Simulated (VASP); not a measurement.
# GaSb3 (I4mm) in VASP: notebook, part 3 of 3

VASP 6.6.1. The steps go on from the part before.

## 4. Single point, PBE+D3(BJ) (all Sb atoms moved +0.150 Å, as atom 2 along Cartesian [0 1 0])

Contents of INCAR:

```
ALGO     = Normal         # electronic algorithm
EDIFF    = 1E-6           # SCF threshold, eV
ENCUT    = 520            # plane-wave cutoff, eV
GGA      = PE             # functional
ISIF     = 2              # what is computed and relaxed
ISMEAR   = 0              # smearing method
IVDW     = 12             # dispersion correction
LASPH    = T              # aspherical terms in the spheres
LCHARG   = T              # write CHGCAR
LELF     = T              # ELF
LREAL    = F              # projectors in reciprocal space
LVHAR    = T            
LWAVE    = F              # write WAVECAR
NBANDS   = 22             # bands
NELM     = 60             # most SCF steps
PREC     = Accurate       # precision mode
SIGMA    = 0.15           # smearing width, eV
```

Contents of KPOINTS:

```
k-points
0
Gamma
  12 12 12
```

Contents of POSCAR:

```
GaSb3
1.0
    0.0000000000      3.6478901005      3.6478901005
    3.6478901005      0.0000000000      3.6478901005
    3.6478901005      3.6478901005      0.0000000000
Ga Sb
1 3
Direct
    0.0000000000      0.0000000000      0.0000000000
    0.2705598299      0.2294401701      0.2705598299
    0.7705598299      0.7294401701      0.7705598299
    0.5205598299      0.4794401701      0.5205598299
```

Potentials or basis: VASP PAW PBE potentials, release 64 (Ga_d, Sb).

Launch:

```console
$ cat potpaw_PBE.64/Ga_d/POTCAR potpaw_PBE.64/Sb/POTCAR > POTCAR
$ mpirun -np 1 vasp_std > vasp.out
```

OUTCAR:

```text
EDIFF = 1E-6
   ENCUT = 520
   GGA = PE
   ISIF = 2
   ISMEAR = 0
   IVDW = 12
   LASPH = T
   LREAL = F
   NELM = 60
   PREC = Accurate
 IVDW          = 12

 ion  position               nearest neighbor table
   1  0.000  0.000  0.000-   3 3.08   2 3.08   2 3.08   3 3.08   3 3.25   3 3.25   2 3.25   2 3.25

   2  0.271  0.229  0.271-   1 3.08   1 3.08   4 3.16   4 3.16   4 3.16   4 3.16   1 3.25   1 3.25
                             3 3.65   3 3.65   3 3.65   3 3.65   3 3.65   3 3.65
   3  0.771  0.729  0.771-   1 3.08   1 3.08   4 3.16   4 3.16   4 3.16   4 3.16   1 3.25   1 3.25
                             2 3.65   2 3.65   2 3.65   2 3.65   2 3.65   2 3.65
   4  0.521  0.479  0.521-   2 3.16   3 3.16   2 3.16   2 3.16   2 3.16   3 3.16   3 3.16   3 3.16

  LATTYP: Found a face centered cubic cell.
 ALAT       =     7.2957802010

  Lattice vectors:

 A1 = (   0.0000000000,   3.6478901005,   3.6478901005)
 A2 = (   3.6478901005,   0.0000000000,   3.6478901005)
 A3 = (   3.6478901005,   3.6478901005,   0.0000000000)

Analysis of symmetry for initial positions (statically):
=====================================================================
 Subroutine PRICEL returns:
 Original cell was already a primitive cell.

 Routine SETGRP: Setting up the symmetry group for a
 face centered cubic supercell.

 Subroutine GETGRP returns: Found  8 space group operations
 (whereof  8 operations were pure point group operations)
 out of a pool of 48 trial point group operations.

The static configuration has the point symmetry C_4v.

Analysis of symmetry for dynamics (positions and initial velocities):
=====================================================================
 Subroutine PRICEL returns:
 Original cell was already a primitive cell.

 Routine SETGRP: Setting up the symmetry group for a
 face centered cubic supercell.

 Subroutine GETGRP returns: Found  8 space group operations
 (whereof  8 operations were pure point group operations)
 out of a pool of 48 trial point group operations.

The dynamic configuration has the point symmetry C_4v.

 Subroutine INISYM returns: Found  8 space group operations
 (whereof  8 operations are pure point group operations),
 and found     1 'primitive' translations

----------------------------------------------------------------------------------------

                                     Primitive cell

  volume of cell :      97.0857

  direct lattice vectors                    reciprocal lattice vectors
     0.000000000  3.647890101  3.647890101    -0.137065533  0.137065533  0.137065533
     3.647890101  0.000000000  3.647890101     0.137065533 -0.137065533  0.137065533
     3.647890101  3.647890101  0.000000000     0.137065533  0.137065533 -0.137065533

  length of vectors
     5.158895654  5.158895654  5.158895654     0.237404467  0.237404467  0.237404467

  position of ions in fractional coordinates (direct lattice)
     0.000000000  0.000000000  0.000000000
     0.270559830  0.229440170  0.270559830
     0.770559830  0.729440170  0.770559830
     0.520559830  0.479440170  0.520559830

  ion indices of the primitive-cell ions
   primitive index   ion index
                 1           1
                 2           2
[... 25 lines left out ...]
 ===========================================

 Found    163 irreducible k-points:

 Following reciprocal coordinates:
            Coordinates               Weight
  0.000000  0.000000  0.000000      1.000000
  0.083333  0.000000  0.000000      8.000000
  0.166667  0.000000  0.000000      8.000000
  0.250000  0.000000  0.000000      8.000000
  0.333333  0.000000  0.000000      8.000000
  0.416667  0.000000  0.000000      8.000000
[... 16 lines left out ...]
  0.083333  0.000000 -0.333333      8.000000
 -0.250000  0.083333  0.000000     16.000000
 [... further k-points ...]
   k-points           NKPTS =    163   k-points in BZ     NKDIM =    163   number of bands    NBANDS=     22
   number of dos      NEDOS =    301   number of ions     NIONS =      4
   total plane-waves  NPLWV =  64000
   dimension x,y,z NGX =    40 NGY =   40 NGZ =   40
   dimension x,y,z NGXF=    80 NGYF=   80 NGZF=   80
   ions per type =               1   3
   NGX,Y,Z   is equivalent  to a cutoff of  12.89, 12.89, 12.89 a.u.
   NGXF,Y,Z  is equivalent  to a cutoff of  25.78, 25.78, 25.78 a.u.
 SYSTEM =  unknown system
   PREC   = accura    normal or accurate (medium, high low for compatibility)
   ISTART =      0    job   : 0-new  1-cont  2-samecut
   ICHARG =      2    charge: 1-file 2-atom 10-const
   ISPIN  =      1    spin polarized calculation?
   LNONCOLLINEAR =      F non collinear calculations
   LSORBIT =      F    spin-orbit coupling
   LASPH  =      T    aspherical Exc in radial PAW
   ENCUT  =  520.0 eV  38.22 Ry    6.18 a.u.   9.59  9.59  9.59*2*pi/ulx,y,z
   NELM   =     60;   NELMIN=  2; NELMDL= -5     # of ELM steps
   EDIFF  = 0.1E-05   stopping-criterion for ELM
   LREAL  =      F    real-space projection
   EDIFFG = 0.1E-04   stopping-criterion for IOM
   NSW    =      0    number of steps for IOM
   IBRION =     -1    ionic relax: 0-MD 1-quasi-New 2-CG
   NFREE  =      0    steps in history (QN), initial steepest desc. (CG)
   ISIF   =      2    stress and relaxation
   ISYM   =      2    0-nonsym 1-usesym 2-fastsym
   POTIM  = 0.5000    time-step for ionic-motion
   TEBEG  =    0.0;   TEEND  =   0.0 temperature during run
   PSTRESS=    0.0 pullay stress
   NELECT =      28.0000    total number of electrons
   NUPDOWN=      -1.0000    fix difference up-down
   EMIN   =  10.00;   EMAX   =-10.00  energy-range for DOS
   EFERMI =   0.00;   METHOD = LEGACY
   ISMEAR =     0;   SIGMA  =   0.15  broadening in eV -4-tet -1-fermi 0-gaus
   EFERMI_NEDOS =   21; number of points for ismear=-14 and -15
   IALGO  =     38    algorithm
   IMIX   =      4    mixing-type and parameters
     AMIX     =   0.40;   BMIX     =  1.00
     AMIX_MAG =   1.60;   BMIX_MAG =  1.00
  volume/ion in A,a.u.               =      24.27       163.79
  Fermi-wavevector in a.u.,A,eV,Ry     =   1.081623  2.043970 15.917558  1.169908
  Thomas-Fermi vector in A             =   2.217644
   LORBIT       =      0    0 simple, 1 ext, 2 COOP (PROOUT), +10 PAW based schemes
   GGA     = PE    functional components
   LHFCALC =     F    Hartree Fock is set to
   AEXX    =    0.0000 exact exchange contribution
   IVDW    =    12    specifies the selected vdW correction
   LEPSILON=     F    determine dielectric tensor
   LRPA    =     F    only Hartree local field effects (RPA)
 non-spin polarized calculation
 Gauss-broadening in eV      SIGMA  =   0.15
  energy-cutoff  :      520.00
  volume of cell :       97.09
 maximum number of plane-waves:      2685
   NGX = 19   NGY = 19   NGZ = 19

 number of electron      27.9999994 magnetization

 Free energy of the ion-electron system (eV)
  ---------------------------------------------------
  ext. energy  EPLUGINS =         0.00000000
  ---------------------------------------------------
  free energy    TOTEN  =       -14.46913763 eV

  energy without entropy =      -14.44479669  energy(sigma->0) =      -14.45696716

 E-fermi :   8.2497     XC(G=0): -10.4889

 val. band max:        8.2460132668   @ k =   0.2500   0.0000   0.4167
 cond. band min:       8.2527682444   @ k =  -0.4167   0.3333   0.1667
 fundamental gap:      0.0067549777
 Fermi energy:         8.2496861574

 k-point     1 :       0.0000    0.0000    0.0000
  band No.  band energies     occupation
      1      -6.5658      2.00000
      2      -6.5658      2.00000
      3      -6.5656      2.00000
      4      -6.5506      2.00000
      5      -6.5479      2.00000
      6      -4.6755      2.00000
[... 589 lines left out ...]
     21      13.6988      0.00000
     22      14.1858      0.00000

 [... further k-points ...]

------------------------ aborting loop because EDIFF is reached ----------------------------------------

 Edisp (eV)   -1.91737

 E8    (eV) :    -0.8849

  FORCE on cell =-STRESS in cart. coord.  units (eV):
  Direction    XX          YY          ZZ          XY          YZ          ZX
  --------------------------------------------------------------------------------------
  -------------------------------------------------------------------------------------
  Total       0.30132     0.22391     0.30132     0.00000     0.00000    -0.00000
  in kB       4.97252     3.69510     4.97252     0.00000     0.00000    -0.00000
  external pressure =        4.55 kB  Pullay stress =        0.00 kB

 VOLUME and BASIS-vectors are now :
 -----------------------------------------------------------------------------
  energy-cutoff  :      520.00
  volume of cell :       97.09
      direct lattice vectors                 reciprocal lattice vectors
     0.000000000  3.647890101  3.647890101    -0.137065533  0.137065533  0.137065533
     3.647890101  0.000000000  3.647890101     0.137065533 -0.137065533  0.137065533
     3.647890101  3.647890101  0.000000000     0.137065533  0.137065533 -0.137065533

 POSITION                                       TOTAL-FORCE (eV/Angst)
 -----------------------------------------------------------------------------------
      0.00000      0.00000      0.00000         0.000000      0.271117      0.000000
      1.82395      1.97395      1.82395        -0.000000     -0.051119     -0.000000
      5.47184      5.62184      5.47184         0.000000     -0.051119      0.000000
      3.64789      3.79789      3.64789         0.000000     -0.168878      0.000000
 -----------------------------------------------------------------------------------
    total drift:                               -0.000000     -0.000992     -0.000000

  FREE ENERGIE OF THE ION-ELECTRON SYSTEM (eV)
  ---------------------------------------------------
  free  energy   TOTEN  =       -16.3865121814 eV

  energy  without entropy=      -16.3621712362  energy(sigma->0) =      -16.37434171
```

Run time: 1.7 min. Hardware: 1 thread of Intel Xeon 6975P-C (Granite Rapids), shared host; peak memory 0.49 GiB.

What came out:

```yaml
Free_energy: -16.3865 eV
Pressure: 0.5 GPa
Largest_force: 0.271 eV/Å
Band_gap_on_the_k_mesh: zero (band 14 reaches 9.83 eV, above the bottom of band 15 at 5.72 eV)
Dispersion_energy_per_atom: -0.479 eV
```

Forces on the atoms (eV/Å):
```
Ga   0.000  0.271  0.000
Sb   0.000 -0.051  0.000
Sb   0.000 -0.051  0.000
Sb   0.000 -0.169  0.000
```

Stress tensor (GPa, compression positive):
```
0.50 0.00 0.00
0.00 0.37 0.00
0.00 0.00 0.50
```

Levels at points of the mesh, in eV from the Fermi level:
```tsv
k point	band 10	band 11	band 12	band 13	band 14	band 15	band 16	band 17	band 18	band 19
(0.00, 0.00, 0.00)	-2.79	-2.79	-2.73	-2.54	-2.54	-2.53	-0.74	-0.74	-0.73	3.38
(0.50, 0.00, 0.00)	-3.80	-3.79	-2.81	-2.77	-0.19	0.15	2.16	2.18	3.04	3.11
(0.50, 0.50, 0.00)	-5.50	-5.44	0.90	1.16	1.17	1.26	2.02	2.05	2.27	3.99
(0.50, 0.00, 0.50)	-5.52	-5.52	0.87	1.13	1.13	1.28	2.06	2.06	2.28	3.99
```

Caveat: the cell differs from its parent crystal (all Sb atoms moved +0.150 Å, as atom 2 along Cartesian [0 1 0]); spin-orbit coupling is left out, which moves the levels of the heavy elements; pairwise dispersion overbinds metals, which lowers pressure and volume.

## 5. Single point, PBE+D3(BJ) (all Sb atoms moved +0.175 Å, as atom 2 along Cartesian [0 1 0])

Contents of INCAR:

```
SYSTEM = GaSb3
PREC = Accurate ; ENCUT = 520
EDIFF = 1E-7 ; ISMEAR = 0
SIGMA = 0.15 ; LREAL = .False.
LASPH = .True. ; NELM = 80
ALGO = Normal ; ISIF = 2
LWAVE = .False. ; LCHARG = .False.
GGA = PE ; IVDW = 12
NBANDS = 22
```

Contents of KPOINTS:

```
Automatic mesh
0
Gamma
  12 12 12
  0 0 0
```

Contents of POSCAR:

```
GaSb3
1.0
    0.0000000000      3.6478901005      3.6478901005
    3.6478901005      0.0000000000      3.6478901005
    3.6478901005      3.6478901005      0.0000000000
Ga Sb
1 3
Direct
    0.0000000000      0.0000000000      0.0000000000
    0.2739864682      0.2260135318      0.2739864682
    0.7739864682      0.7260135318      0.7739864682
    0.5239864682      0.4760135318      0.5239864682
```

Potentials or basis: VASP PAW PBE potentials, release 64 (Ga_d, Sb).

Launch:

```console
$ cat potpaw_PBE.64/Ga_d/POTCAR potpaw_PBE.64/Sb/POTCAR > POTCAR
$ mpirun -np 1 vasp_std > vasp.out
```

OUTCAR:

```text
SYSTEM = GaSb3
   PREC = Accurate
   ENCUT = 520
   EDIFF = 1E-7
   ISMEAR = 0
   LREAL = .False.
   LASPH = .True.
   NELM = 80
   ISIF = 2
   GGA = PE
   IVDW = 12
 IVDW          = 12

 ion  position               nearest neighbor table
   1  0.000  0.000  0.000-   3 3.06   3 3.06   2 3.06   2 3.06   2 3.26   3 3.26   2 3.26   3 3.26

   2  0.274  0.226  0.274-   1 3.06   1 3.06   4 3.16   4 3.16   4 3.16   4 3.16   1 3.26   1 3.26
                             3 3.65   3 3.65   3 3.65   3 3.65   3 3.65   3 3.65
   3  0.774  0.726  0.774-   1 3.06   1 3.06   4 3.16   4 3.16   4 3.16   4 3.16   1 3.26   1 3.26
                             2 3.65   2 3.65   2 3.65   2 3.65   2 3.65   2 3.65
   4  0.524  0.476  0.524-   2 3.16   3 3.16   2 3.16   2 3.16   2 3.16   3 3.16   3 3.16   3 3.16

  LATTYP: Found a face centered cubic cell.
 ALAT       =     7.2957802010

  Lattice vectors:

 A1 = (   0.0000000000,   3.6478901005,   3.6478901005)
 A2 = (   3.6478901005,   0.0000000000,   3.6478901005)
 A3 = (   3.6478901005,   3.6478901005,   0.0000000000)

Analysis of symmetry for initial positions (statically):
=====================================================================
 Subroutine PRICEL returns:
 Original cell was already a primitive cell.

 Routine SETGRP: Setting up the symmetry group for a
 face centered cubic supercell.

 Subroutine GETGRP returns: Found  8 space group operations
 (whereof  8 operations were pure point group operations)
 out of a pool of 48 trial point group operations.

The static configuration has the point symmetry C_4v.

Analysis of symmetry for dynamics (positions and initial velocities):
=====================================================================
 Subroutine PRICEL returns:
 Original cell was already a primitive cell.

 Routine SETGRP: Setting up the symmetry group for a
 face centered cubic supercell.

 Subroutine GETGRP returns: Found  8 space group operations
 (whereof  8 operations were pure point group operations)
 out of a pool of 48 trial point group operations.

The dynamic configuration has the point symmetry C_4v.

 Subroutine INISYM returns: Found  8 space group operations
 (whereof  8 operations are pure point group operations),
 and found     1 'primitive' translations
[... 122 lines left out ...]
  Thomas-Fermi vector in A             =   2.217644
   LORBIT       =      0    0 simple, 1 ext, 2 COOP (PROOUT), +10 PAW based schemes
   GGA     = PE    functional components
   LHFCALC =     F    Hartree Fock is set to
   AEXX    =    0.0000 exact exchange contribution
   IVDW    =    12    specifies the selected vdW correction
   LEPSILON=     F    determine dielectric tensor
   LRPA    =     F    only Hartree local field effects (RPA)
 non-spin polarized calculation
 Gauss-broadening in eV      SIGMA  =   0.15
  energy-cutoff  :      520.00
  volume of cell :       97.09
 maximum number of plane-waves:      2685
   NGX = 19   NGY = 19   NGZ = 19

 number of electron      27.9999992 magnetization

 Free energy of the ion-electron system (eV)
  ---------------------------------------------------
  ext. energy  EPLUGINS =         0.00000000
  ---------------------------------------------------
  free energy    TOTEN  =       -14.46181154 eV

  energy without entropy =      -14.43742229  energy(sigma->0) =      -14.44961692

 E-fermi :   8.2471     XC(G=0): -10.4879

 val. band max:        8.2430747353   @ k =  -0.4167   0.3333   0.1667
 cond. band min:       8.2474046836   @ k =   0.2500   0.0000   0.4167
 fundamental gap:      0.0043299484
 Fermi energy:         8.2470968214

 k-point     1 :       0.0000    0.0000    0.0000
  band No.  band energies     occupation
      1      -6.5684      2.00000
      2      -6.5684      2.00000
      3      -6.5681      2.00000
      4      -6.5535      2.00000
      5      -6.5498      2.00000
      6      -4.6790      2.00000
[... 589 lines left out ...]
     21      13.7014      0.00000
     22      14.1772      0.00000

 [... further k-points ...]

------------------------ aborting loop because EDIFF is reached ----------------------------------------

 Edisp (eV)   -1.91735

 E8    (eV) :    -0.8849

  FORCE on cell =-STRESS in cart. coord.  units (eV):
  Direction    XX          YY          ZZ          XY          YZ          ZX
  --------------------------------------------------------------------------------------
  -------------------------------------------------------------------------------------
  Total       0.35785     0.25421     0.35785    -0.00000     0.00000     0.00000
  in kB       5.90552     4.19520     5.90552    -0.00000     0.00000     0.00000
  external pressure =        5.34 kB  Pullay stress =        0.00 kB

 VOLUME and BASIS-vectors are now :
 -----------------------------------------------------------------------------
  energy-cutoff  :      520.00
  volume of cell :       97.09
      direct lattice vectors                 reciprocal lattice vectors
     0.000000000  3.647890101  3.647890101    -0.137065533  0.137065533  0.137065533
     3.647890101  0.000000000  3.647890101     0.137065533 -0.137065533  0.137065533
     3.647890101  3.647890101  0.000000000     0.137065533  0.137065533 -0.137065533

 POSITION                                       TOTAL-FORCE (eV/Angst)
 -----------------------------------------------------------------------------------
      0.00000      0.00000      0.00000         0.000000      0.317511      0.000000
      1.82395      1.99895      1.82395         0.000000     -0.060423      0.000000
      5.47184      5.64684      5.47184        -0.000000     -0.060423     -0.000000
      3.64789      3.82289      3.64789         0.000000     -0.196664      0.000000
 -----------------------------------------------------------------------------------
    total drift:                                0.000000     -0.001104      0.000000

  FREE ENERGIE OF THE ION-ELECTRON SYSTEM (eV)
  ---------------------------------------------------
  free  energy   TOTEN  =       -16.3791652733 eV

  energy  without entropy=      -16.3547760220  energy(sigma->0) =      -16.36697065
```

stdout:

```text
POSCAR found type information on POSCAR GaSb
 POSCAR found :  2 types and       4 ions
 scaLAPACK will be used
 LDA part: xc-table for (Slater+PW92), standard interpolation
 POSCAR, INCAR and KPOINTS ok, starting setup
 FFT: planning ... GRIDC
 FFT: planning ... GRID_SOFT
 FFT: planning ... GRID
 WAVECAR not read
 entering main loop
```

Wall time 2.4 min (1 thread of Intel Xeon 6975P-C (Granite Rapids), shared host); peak memory 0.49 GiB.

Results:

```
Free energy                : -16.3792 eV
Pressure                   : 0.5 GPa
Largest force              : 0.318 eV/Å
Band gap on the k mesh     : zero (band 14 reaches 9.82 eV, above the bottom of band 15 at 5.73 eV)
Dispersion energy per atom : -0.479 eV
```

Forces in eV/Å, atoms in the order of the input:
```
Ga   0.000  0.318  0.000
Sb   0.000 -0.060  0.000
Sb   0.000 -0.060  0.000
Sb   0.000 -0.197  0.000
```

Levels at points of the mesh, in eV from the Fermi level:
```tsv
k point	band 11	band 12	band 13	band 14	band 15	band 16	band 17	band 18
(0.00, 0.00, 0.00)	-2.80	-2.73	-2.54	-2.54	-2.52	-0.73	-0.73	-0.71
(0.50, 0.00, 0.00)	-3.79	-2.81	-2.76	-0.19	0.15	2.15	2.18	3.04
(0.50, 0.50, 0.00)	-5.41	0.91	1.16	1.17	1.27	2.02	2.07	2.27
(0.50, 0.00, 0.50)	-5.52	0.86	1.12	1.12	1.29	2.07	2.07	2.28
```

Caveat: the cell differs from its parent crystal (all Sb atoms moved +0.175 Å, as atom 2 along Cartesian [0 1 0]); spin-orbit coupling is left out, which moves the levels of the heavy elements; pairwise dispersion overbinds metals, which lowers pressure and volume.
